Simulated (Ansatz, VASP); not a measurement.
## One calculation of Al, two programs

```xyz
1
Lattice="0.0000 1.9176 1.9176 1.9176 0.0000 1.9176 1.9176 1.9176 0.0000" Properties=species:S:1:pos:R:3 pbc="T T T"
Al    0.0000    0.0000    0.0000
```

Alike in both runs: task single point; functional PBE; dispersion D3(BJ); k mesh 22 × 22 × 22; occupations gaussian, width 0.15 eV; no spin polarisation.

|  | VASP | Ansatz |
| --- | --- | --- |
| version | VASP 6.6.1 | Ansatz 0.2.0 |
| potentials or method | VASP PAW PBE potentials, release 64 (Al), cutoff 520 eV | scalar-relativistic, plane waves, PAW |
| valence electrons in the cell | 3 | 3 |

```csv
,VASP,Ansatz,Ansatz less VASP
gap on the k mesh at the Fermi level (eV),none,none,-
pressure (GPa),12.6,12.6,-0.01
```

A gap of «none» marks a metal or a gap that the smearing closes.
